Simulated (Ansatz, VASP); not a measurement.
# One calculation of PbSe, two programs

```
CELL_PARAMETERS angstrom
5.17413 0.00000 0.00000
-2.58707 4.48093 0.00000
0.00000 0.00000 6.21328
ATOMIC_POSITIONS crystal
Pb 0.33333 0.66667 0.25000
Pb 0.66667 0.33333 0.75000
Se 0.66667 0.33333 0.25000
Se 0.33333 0.66667 0.75000
```

Alike in both runs: task single point; functional PBE; k mesh 6 × 6 × 4; occupations fermi-dirac, width 0.02 eV; no spin polarisation.

|  | VASP | Ansatz |
| --- | --- | --- |
| version | VASP 6.6.1 | Ansatz 0.2.0 |
| potentials or method | VASP PAW PBE potentials, release 64 (Pb_d, Se) | plane waves, PAW |
| plane-wave cutoff (eV) | 520 | 420 |
| valence electrons in the cell | 40 | 60 |

```csv
,VASP,Ansatz,Ansatz less VASP
gap on the k mesh at the Fermi level (eV),1.16,1.16,-0.003
pressure (GPa),0.8,0.8,+0.01
"traceless stress, the component that is largest in VASP (GPa)",0.10,0.10,+0.003
```

VASP's potentials hold 40 valence electrons a cell and Ansatz's 60, so a difference there can come from the potentials and not from the codes.

Spin-orbit coupling is off throughout.
